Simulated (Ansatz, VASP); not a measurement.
## Fe: VASP beside Ansatz

```
Fe
1.0
    -1.45256    1.45256    1.45256
     1.45256   -1.45256    1.45256
     1.45256    1.45256   -1.45256
Fe
1
Cartesian
  0.0000 0.0000 0.0000
```

Change from the starting cell: volume scaled by 1.02.

Alike in both runs: task single point; functional LDA; k mesh 13 × 13 × 13; occupations fermi-dirac, width 0.05 eV; collinear spin.

|  | VASP | Ansatz |
| --- | --- | --- |
| version | VASP 6.6.1 | Ansatz 0.2.0 |
| potentials or method | VASP PAW LDA potentials, release 64 (Fe), cutoff 520 eV | all-electron LAPW, scalar-relativistic |

|  | VASP | Ansatz | Ansatz less VASP |
| --- | --- | --- | --- |
| gap on the k mesh at the Fermi level (eV) | none | none | - |
| pressure (GPa) | -28.5 | -27.6 | +0.87 |
| net moment per atom (μB) | 2.21 | 2.26 | +0.049 |
| size of the moment on the site where the two differ most (μB) | 2.20 | 2.30 | +0.102 |

LDA's correlation is that of Perdew and Zunger in VASP and of Perdew and Wang (1992) in Ansatz. Site moments also hang on the region over which each program counts them. A gap of «none» marks a metal or a gap that the smearing closes. Ansatz ran all-electron here, and VASP with PAW potentials.
